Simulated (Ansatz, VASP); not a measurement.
# NaI: VASP beside Ansatz

```xyz
2
Lattice="0.0000 3.2999 3.2999 3.2999 0.0000 3.2999 3.2999 3.2999 0.0000" Properties=species:S:1:pos:R:3 pbc="T T T"
Na    0.0000    0.0000    0.0000
I     3.2999    3.2999    3.2999
```

Change from the starting cell: volume scaled by 1.06.

Alike in both runs: task single point; functional PBE; k mesh 7 × 7 × 7; occupations fermi-dirac, width 0.01 eV; no spin polarisation.

|  | VASP | Ansatz |
| --- | --- | --- |
| version | VASP 6.6.1 | Ansatz 0.2.0 |
| potentials or method | VASP PAW PBE potentials, release 64 (Na_pv, I), cutoff 520 eV | all-electron LAPW, scalar-relativistic |

Ansatz gave:

| Item | Value |
| --- | --- |
| gap on the k mesh at the Fermi level (eV) | 3.50 |
| pressure (GPa) | -0.4 |

Problem. What did VASP give for the same quantities?

Solution. gap on the k mesh at the Fermi level (eV): 3.49; pressure (GPa): -0.4.

Ansatz ran all-electron here, and VASP with PAW potentials.

Neither program's run includes spin-orbit coupling.
